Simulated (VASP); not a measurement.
# LiBr (Fm-3m) in VASP: relaxation of cell and atoms with PBE

Aim: the relaxation of cell and atoms of LiBr with PBE.

Program: VASP 6.6.1. These are calculated values, not measurements. Logs are shortened: lines on timing, memory, paths and dates and some standing lists are left out, and cuts for length are marked.

## (1) The cell of the first run

It takes space group Fm-3m (No. 225, cubic). Conventional cell: a = 5.501 Å, b = 5.501 Å, c = 5.501 Å, α = 90.00°, β = 90.00°, γ = 90.00°. Within 3.6 Å of Li (site symmetry m-3m) lie 6 Br at 2.75 Å. Within 3.6 Å of Br (site symmetry m-3m) lie 6 Li at 2.75 Å.

## (2) Relaxation of cell and atoms, PBE

Input file INCAR:

```
ALGO = Normal
EDIFF = 1E-7
EDIFFG = -0.005
ENCUT = 750
GGA = PE
GGA_COMPAT = F
IBRION = 2
ISIF = 3
ISMEAR = 0
LASPH = T
LCHARG = F
LREAL = F
LWAVE = F
NELM = 120
NELMIN = 4
NSW = 100
PREC = Accurate
SIGMA = 0.02
```

Input file KPOINTS:

```
k-points
0
Gamma
  8 8 8
```

Input file POSCAR:

```
LiBr
1.0
    0.0000000000      2.7506500000      2.7506500000
    2.7506500000      0.0000000000      2.7506500000
    2.7506500000      2.7506500000      0.0000000000
Li Br
1 1
Direct
    0.0000000000      0.0000000000      0.0000000000
    0.5000000000      0.5000000000      0.5000000000
```

Potentials or basis: VASP PAW PBE potentials, release 64 (Li_sv, Br).

Run with:

```console
cat potpaw_PBE.64/Li_sv/POTCAR potpaw_PBE.64/Br/POTCAR > POTCAR
mpirun -np 1 vasp_std > vasp.out
```

OUTCAR:

```text
EDIFF = 1E-7
   EDIFFG = -0.005
   ENCUT = 750
   GGA = PE
   IBRION = 2
   ISIF = 3
   ISMEAR = 0
   LASPH = T
   LREAL = F
   NELM = 120
   NELMIN = 4
   NSW = 100
   PREC = Accurate

 ion  position               nearest neighbor table
   1  0.000  0.000  0.000-
   2  0.500  0.500  0.500-

  LATTYP: Found a face centered cubic cell.
 ALAT       =     5.5013000000

  Lattice vectors:

 A1 = (   0.0000000000,   2.7506500000,   2.7506500000)
 A2 = (   2.7506500000,   0.0000000000,   2.7506500000)
 A3 = (   2.7506500000,   2.7506500000,   0.0000000000)

Analysis of symmetry for initial positions (statically):
=====================================================================
 Subroutine PRICEL returns:
 Original cell was already a primitive cell.

 Routine SETGRP: Setting up the symmetry group for a
 face centered cubic supercell.

 Subroutine GETGRP returns: Found 48 space group operations
 (whereof 48 operations were pure point group operations)
 out of a pool of 48 trial point group operations.

The static configuration has the point symmetry O_h .

Analysis of symmetry for dynamics (positions and initial velocities):
=====================================================================
 Subroutine PRICEL returns:
 Original cell was already a primitive cell.

 Routine SETGRP: Setting up the symmetry group for a
 face centered cubic supercell.

 Subroutine GETGRP returns: Found 48 space group operations
 (whereof 48 operations were pure point group operations)
 out of a pool of 48 trial point group operations.

The dynamic configuration has the point symmetry O_h .

 Subroutine INISYM returns: Found 48 space group operations
 (whereof 48 operations are pure point group operations),
 and found     1 'primitive' translations

----------------------------------------------------------------------------------------

                                     Primitive cell

  volume of cell :      41.6233

  direct lattice vectors                    reciprocal lattice vectors
     0.000000000  2.750650000  2.750650000    -0.181775217  0.181775217  0.181775217
     2.750650000  0.000000000  2.750650000     0.181775217 -0.181775217  0.181775217
     2.750650000  2.750650000  0.000000000     0.181775217  0.181775217 -0.181775217

  length of vectors
     3.890006535  3.890006535  3.890006535     0.314843911  0.314843911  0.314843911

  position of ions in fractional coordinates (direct lattice)
     0.000000000  0.000000000  0.000000000
     0.500000000  0.500000000  0.500000000

  ion indices of the primitive-cell ions
   primitive index   ion index
                 1           1
                 2           2

----------------------------------------------------------------------------------------

 KPOINTS: k-points

Automatic generation of k-mesh.
 Grid dimensions read from file:
 generate k-points for:    8    8    8

 Generating k-lattice:

  Cartesian coordinates                     Fractional coordinates (reciprocal lattice)
    -0.022721902  0.022721902  0.022721902     0.125000000  0.000000000  0.000000000
     0.022721902 -0.022721902  0.022721902     0.000000000  0.125000000  0.000000000
     0.022721902  0.022721902 -0.022721902     0.000000000  0.000000000  0.125000000

  Length of vectors
     0.039355489  0.039355489  0.039355489

  Shift w.r.t. Gamma in fractional coordinates (k-lattice)
     0.000000000  0.000000000  0.000000000

 Subroutine IBZKPT returns following result:
 ===========================================

 Found     29 irreducible k-points:

 Following reciprocal coordinates:
            Coordinates               Weight
  0.000000  0.000000  0.000000      1.000000
  0.125000  0.000000  0.000000      8.000000
  0.250000  0.000000  0.000000      8.000000
  0.375000  0.000000  0.000000      8.000000
  0.500000  0.000000  0.000000      4.000000
  0.125000  0.125000  0.000000      6.000000
[... 16 lines left out ...]
  0.500000  0.250000  0.125000     48.000000
 -0.375000  0.250000  0.125000     24.000000
 [... further k-points ...]
   k-points           NKPTS =     29   k-points in BZ     NKDIM =     29   number of bands    NBANDS=      9
   number of dos      NEDOS =    301   number of ions     NIONS =      2
   total plane-waves  NPLWV =  46656
   dimension x,y,z NGX =    36 NGY =   36 NGZ =   36
   dimension x,y,z NGXF=    72 NGYF=   72 NGZF=   72
   ions per type =               1   1
   NGX,Y,Z   is equivalent  to a cutoff of  15.39, 15.39, 15.39 a.u.
   NGXF,Y,Z  is equivalent  to a cutoff of  30.77, 30.77, 30.77 a.u.
 SYSTEM =  unknown system
   PREC   = accura    normal or accurate (medium, high low for compatibility)
   ISTART =      0    job   : 0-new  1-cont  2-samecut
   ICHARG =      2    charge: 1-file 2-atom 10-const
   ISPIN  =      1    spin polarized calculation?
   LNONCOLLINEAR =      F non collinear calculations
   LSORBIT =      F    spin-orbit coupling
   LASPH  =      T    aspherical Exc in radial PAW
   ENCUT  =  750.0 eV  55.12 Ry    7.42 a.u.   8.69  8.69  8.69*2*pi/ulx,y,z
   NELM   =    120;   NELMIN=  4; NELMDL= -5     # of ELM steps
   EDIFF  = 0.1E-06   stopping-criterion for ELM
   LREAL  =      F    real-space projection
   EDIFFG = -.5E-02   stopping-criterion for IOM
   NSW    =    100    number of steps for IOM
   IBRION =      2    ionic relax: 0-MD 1-quasi-New 2-CG
   NFREE  =      1    steps in history (QN), initial steepest desc. (CG)
   ISIF   =      3    stress and relaxation
   ISYM   =      2    0-nonsym 1-usesym 2-fastsym
   POTIM  = 0.5000    time-step for ionic-motion
   TEBEG  =    0.0;   TEEND  =   0.0 temperature during run
   PSTRESS=    0.0 pullay stress
   NELECT =      10.0000    total number of electrons
   NUPDOWN=      -1.0000    fix difference up-down
   EMIN   =  10.00;   EMAX   =-10.00  energy-range for DOS
   EFERMI =   0.00;   METHOD = LEGACY
   ISMEAR =     0;   SIGMA  =   0.02  broadening in eV -4-tet -1-fermi 0-gaus
   EFERMI_NEDOS =   21; number of points for ismear=-14 and -15
   IALGO  =     38    algorithm
   IMIX   =      4    mixing-type and parameters
     AMIX     =   0.40;   BMIX     =  1.00
     AMIX_MAG =   1.60;   BMIX_MAG =  1.00
  volume/ion in A,a.u.               =      20.81       140.44
  Fermi-wavevector in a.u.,A,eV,Ry     =   1.017723  1.923217 14.092366  1.035760
  Thomas-Fermi vector in A             =   2.151140
   LORBIT       =      0    0 simple, 1 ext, 2 COOP (PROOUT), +10 PAW based schemes
   GGA     = PE    functional components
   LHFCALC =     F    Hartree Fock is set to
   AEXX    =    0.0000 exact exchange contribution
   IVDW    =     0    specifies the selected vdW correction
   LEPSILON=     F    determine dielectric tensor
   LRPA    =     F    only Hartree local field effects (RPA)
 conjugate gradient relaxation of ions
 non-spin polarized calculation
 Gauss-broadening in eV      SIGMA  =   0.02
  energy-cutoff  :      750.00
  volume of cell :       41.62
 maximum number of plane-waves:      1964
   NGX = 17   NGY = 17   NGZ = 17

--------------------------------------- Ionic step        1  -------------------------------------------

 number of electron      10.0000001 magnetization

 Free energy of the ion-electron system (eV)
  ---------------------------------------------------
  ext. energy  EPLUGINS =         0.00000000
  ---------------------------------------------------
  free energy    TOTEN  =        -6.64144071 eV

  energy without entropy =       -6.64144071  energy(sigma->0) =       -6.64144071

------------------------ aborting loop because EDIFF is reached ----------------------------------------

  FORCE on cell =-STRESS in cart. coord.  units (eV):
  Direction    XX          YY          ZZ          XY          YZ          ZX
  --------------------------------------------------------------------------------------
  -------------------------------------------------------------------------------------
  Total        0.0223600      0.0223600      0.0223600      0.0000000      0.0000000     -0.0000000
  in kB        0.8606886      0.8606886      0.8606886      0.0000000      0.0000000     -0.0000000
  external PRESSURE =       0.8606886 kB  Pullay stress =       0.0000000 kB

 VOLUME and BASIS-vectors are now :
 -----------------------------------------------------------------------------
  energy-cutoff  :      750.00
  volume of cell :       41.62
      direct lattice vectors                 reciprocal lattice vectors
     0.000000000  2.750650000  2.750650000    -0.181775217  0.181775217  0.181775217
     2.750650000  0.000000000  2.750650000     0.181775217 -0.181775217  0.181775217
     2.750650000  2.750650000  0.000000000     0.181775217  0.181775217 -0.181775217

 POSITION                                       TOTAL-FORCE (eV/Angst)
 -----------------------------------------------------------------------------------
      0.00000      0.00000      0.00000        -0.000000     -0.000000      0.000000
      2.75065      2.75065      2.75065         0.000000      0.000000     -0.000000
 -----------------------------------------------------------------------------------
    total drift:                                0.000000      0.000000      0.000000

  FREE ENERGIE OF THE ION-ELECTRON SYSTEM (eV)
  ---------------------------------------------------
  free  energy   TOTEN  =        -6.6414407128 eV

  energy  without entropy=       -6.6414407128  energy(sigma->0) =       -6.64144071

--------------------------------------- Ionic step        2  -------------------------------------------

 number of electron      10.0000001 magnetization

 Free energy of the ion-electron system (eV)
  ---------------------------------------------------
  ext. energy  EPLUGINS =         0.00000000
  ---------------------------------------------------
  free energy    TOTEN  =        -6.64146522 eV

  energy without entropy =       -6.64146522  energy(sigma->0) =       -6.64146522

 E-fermi :   0.4075     XC(G=0):  -8.4188

 val. band max:        0.2995437141   @ k =   0.0000   0.0000   0.0000
 cond. band min:       5.2341845000   @ k =   0.0000   0.0000   0.0000
 fundamental gap:      4.9346407858
 Fermi energy:         0.4075372209

 k-point     1 :       0.0000    0.0000    0.0000
  band No.  band energies     occupation
      1     -44.0999      2.00000
      2     -13.1269      2.00000
      3       0.2995      2.00000
      4       0.2995      2.00000
      5       0.2995      2.00000
      6       5.2342      0.00000
      7      10.7987      0.00000
      8      10.7987      0.00000
      9      10.7987      0.00000

 k-point     2 :       0.1250    0.0000    0.0000
  band No.  band energies     occupation
      1     -44.0998      2.00000
      2     -13.0638      2.00000
      3      -0.2829      2.00000
      4       0.2575      2.00000
      5       0.2575      2.00000
      6       5.7592      0.00000
      7      10.0580      0.00000
      8      10.6166      0.00000
      9      10.6166      0.00000

 k-point     3 :       0.2500    0.0000    0.0000
  band No.  band energies     occupation
      1     -44.0995      2.00000
      2     -12.9043      2.00000
      3      -1.3693      2.00000
      4       0.1617      2.00000
      5       0.1617      2.00000
      6       6.2643      0.00000
      7       9.4921      0.00000
      8       9.4921      0.00000
      9      10.0270      0.00000
[... 229 lines left out ...]
 k-point    23 :       0.5000    0.2500    0.1250
  band No.  band energies     occupation
      1     -44.0989      2.00000
      2     -12.6307      2.00000
      3      -2.0722      2.00000
      4      -0.9401      2.00000
      5      -0.2118      2.00000
      6       7.4968      0.00000
      7       8.2192      0.00000
      8       9.4354      0.00000
      9      10.3419      0.00000

 k-point    24 :      -0.3750    0.2500    0.1250
  band No.  band energies     occupation
      1     -44.0988      2.00000
      2     -12.5677      2.00000
      3      -2.2887      2.00000
      4      -1.0356      2.00000
      5      -0.3052      2.00000
      6       7.3529      0.00000
      7       8.1776      0.00000
      8       9.5080      0.00000
      9      10.9639      0.00000

 [... further k-points ...]
[... 5 lines left out ...]
  --------------------------------------------------------------------------------------
  -------------------------------------------------------------------------------------
  Total        0.0094623      0.0094623      0.0094623      0.0000000      0.0000000      0.0000000
  in kB        0.3636387      0.3636387      0.3636387      0.0000000      0.0000000      0.0000000
  external PRESSURE =       0.3636387 kB  Pullay stress =       0.0000000 kB

 VOLUME and BASIS-vectors are now :
 -----------------------------------------------------------------------------
  energy-cutoff  :      750.00
  volume of cell :       41.69
      direct lattice vectors                 reciprocal lattice vectors
     0.000000000  2.752133570  2.752133570    -0.181677229  0.181677229  0.181677229
     2.752133570 -0.000000000  2.752133570     0.181677229 -0.181677229  0.181677229
     2.752133570  2.752133570  0.000000000     0.181677229  0.181677229 -0.181677229

 POSITION                                       TOTAL-FORCE (eV/Angst)
 -----------------------------------------------------------------------------------
      2.75213      2.75213      0.00000        -0.000000     -0.000000     -0.000000
      2.75213      2.75213      2.75213         0.000000      0.000000      0.000000
 -----------------------------------------------------------------------------------
    total drift:                                0.000000      0.000000      0.000000

  FREE ENERGIE OF THE ION-ELECTRON SYSTEM (eV)
  ---------------------------------------------------
  free  energy   TOTEN  =        -6.6414652238 eV

  energy  without entropy=       -6.6414652238  energy(sigma->0) =       -6.64146522

 reached required accuracy - stopping structural energy minimisation
```

It took 27 s on 1 thread of Intel Xeon 6975P-C, shared host; peak memory 0.22 GiB.

Results:

```yaml
Free_energy: -6.6415 eV
Relaxed_volume: 20.85 Å³/atom
Relaxed_cell: a = 3.892 Å, b = 3.892 Å, c = 3.892 Å, α = 60.00°, β = 60.00°, γ = 60.00°
Space_group_after_relaxing_to_0.05_Å: Fm-3m (No. 225)
Energy_gained_by_relaxing: 0.0 meV/atom
Ionic_steps: 2
Pressure_after_relaxing: 0.0 GPa
Band_gap_on_the_k_mesh: 4.93 eV, direct
```

Final structure:
```cif
data_structure
_symmetry_space_group_name_H-M 'P 1'
_symmetry_Int_Tables_number 1
_cell_length_a 3.8921
_cell_length_b 3.8921
_cell_length_c 3.8921
_cell_angle_alpha 60.000
_cell_angle_beta 60.000
_cell_angle_gamma 60.000
_cell_volume 41.69
loop_
_atom_site_label
_atom_site_type_symbol
_atom_site_fract_x
_atom_site_fract_y
_atom_site_fract_z
_atom_site_occupancy
Li1 Li 0.00000 0.00000 0.00000 1
Br1 Br 0.50000 0.50000 0.50000 1
```

Expect the measured gap to be larger: semilocal functionals such as PBE lack the derivative discontinuity.
